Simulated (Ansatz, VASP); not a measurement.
ZnF2 in VASP and in Ansatz

```
Zn F
1.0
     4.69451    0.00000    0.00000
     0.00000    4.69451    0.00000
     0.00000    0.00000    3.14601
Zn F
2 4
Direct
  0.00000 0.00000 0.00000
  0.50000 0.50000 0.50000
  0.30274 0.30274 0.00000
  0.19726 0.80274 0.50000
  0.69726 0.69726 0.00000
  0.80274 0.19726 0.50000
```

Alike in both runs: task single point; functional PBE-based global hybrid; k mesh 4 × 4 × 4; occupations gaussian, width 0.05 eV; no spin polarisation.

```csv
,VASP,Ansatz
version,VASP 6.6.1,Ansatz 0.2.0
potentials or method,"VASP PAW PBE potentials, release 64 (Zn, F), cutoff 520 eV","scalar-relativistic, plane waves, PAW"
valence electrons in the cell,52,52
```

VASP gave:

- gap on the k mesh at the Fermi level (eV): 10.08
- least direct gap on the mesh (eV): 10.14
- pressure (GPa): -0.9
- traceless stress, the component that is largest in VASP (GPa): -0.62
- rms of the force components (eV/Å): 0.035

Question: Estimate Ansatz's values.

Answer: gap on the k mesh at the Fermi level (eV): 10.23; least direct gap on the mesh (eV): 10.31; pressure (GPa): -2.1; traceless stress, the component that is largest in VASP (GPa): -0.87; rms of the force components (eV/Å): 0.042.

VASP's potentials were made for PBE, not for PBE-based global hybrid. Atom by atom the forces differ by 0.007 eV/Å (rms over components). Ansatz's warnings: stress exchange threshold loose, stress scf threshold loose.

The k mesh is coarse, so the values compare programs but aren't converged.
